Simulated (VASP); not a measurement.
A run of VASP 6.6.1 is set up as follows.

File INCAR:

```
SYSTEM = Rh
PREC = Accurate ; ENCUT = 520
EDIFF = 1E-6 ; ISMEAR = 0
SIGMA = 0.15 ; LREAL = .FALSE.
LASPH = .TRUE. ; NELM = 100
ALGO = Normal ; ISIF = 2
LWAVE = .FALSE. ; LCHARG = .FALSE.
GGA = PS ; NBANDS = 22
```

File KPOINTS:

```
regular mesh
0
G
  12 12 7
  0 0 0
```

File POSCAR:

```
Rh
1.0
    2.6940693933      0.0000000000      0.0000000000
   -1.3470346966      2.3331325382      0.0000000000
    0.0000000000      0.0000000000      4.3686372171
Rh
2
Direct
    0.6666666667      0.3333333333      0.7500000000
    0.3333333333      0.6666666667      0.2500000000
```

Potentials or basis: VASP PAW PBE potentials, release 64 (Rh_pv).

The run is started by

```bash
$ cat potpaw_PBE.64/Rh_pv/POTCAR > POTCAR
$ mpirun -np 1 vasp_std > vasp.out
```

What does it give for the pressure?

-3.7 GPa.

Predict the band gap on the k mesh.

zero (bands 15 and 16 overlap by 2.44 eV).

Stress tensor (GPa, compression positive):
```
-3.56  0.00  0.00
 0.00 -3.56  0.00
 0.00  0.00 -4.11
```

Caveat: the cell stands under tension; the PAW data sets were made with another functional, which shifts forces and pressure a little.
